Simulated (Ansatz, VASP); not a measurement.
# One calculation of Pt, two programs

INCAR

```
SYSTEM = Pt
  PREC = Accurate
  ENCUT = 520
  EDIFF = 1E-7
  ISMEAR = 0
  SIGMA = 0.15
  LREAL = .False.
  LASPH = .True.
  NELM = 100
  ALGO = Fast
  ISIF = 2
  LWAVE = .False.
  LCHARG = .False.
  GGA = PS
  NBANDS = 17
```

KPOINTS

```
regular mesh
0
Gamma
  18 18 10
  0 0 0
```

File POSCAR:

```
Pt
1.0
    2.9815188650      0.0000000000      0.0000000000
   -1.4907594325      2.5820710790      0.0000000000
    0.0000000000      0.0000000000      5.1755047200
Pt
2
Direct
    0.6666666667      0.3333333333      0.7500000000
    0.3333333333      0.6666666667      0.2500000000
```

Input for Ansatz:

```yaml
crystal:
  lattice:
    - [2.981518865, 0.0, 0.0]
    - [-1.4907594325, 2.582071079, 0.0]
    - [0.0, 0.0, 5.17550472]
  atoms:
    - { symbol: Pt, position: [0.6666666667, 0.3333333333, 0.75] }
    - { symbol: Pt, position: [0.3333333333, 0.6666666667, 0.25] }
basis:
  ecutwfc: 420
kpoints:
  mp_grid: { grid: [18, 18, 10] }
hamiltonian:
  xc: pbesol
scf:
  occupations: { method: gaussian, width: 0.15 }
output:
  forces: true
  stress: true
  eigenvalues: true
```

Change from the starting cell: strain +0.080 along x and y, +0.080 along z, atoms carried along.

Alike in both runs: task single point; functional PBEsol; k mesh 18 × 18 × 10; occupations gaussian, width 0.15 eV; no spin polarisation.

```csv
,VASP,Ansatz
version,VASP 6.6.1,Ansatz 0.2.0
potentials or method,"VASP PAW PBE potentials, release 64 (Pt), cutoff 520 eV","scalar-relativistic, plane waves, PAW"
valence electrons in the cell,20,36
```

|  | VASP | Ansatz | Ansatz less VASP |
| --- | --- | --- | --- |
| gap on the k mesh at the Fermi level (eV) | none | none | - |
| pressure (GPa) | -36.4 | -36.3 | +0.12 |
| traceless stress, the component that is largest in VASP (GPa) | 2.69 | 2.78 | +0.090 |

VASP's potentials were made for PBE, not for PBEsol. A gap of «none» marks a metal or a gap that the smearing closes. Both programs put the cell under strong tension, so it lies far from rest at this level. VASP's potentials hold 20 valence electrons a cell and Ansatz's 36, so a difference there can come from the potentials and not from the codes.

Neither program's run includes spin-orbit coupling. Noted on VASP's run: the cell as given lies far from equilibrium.
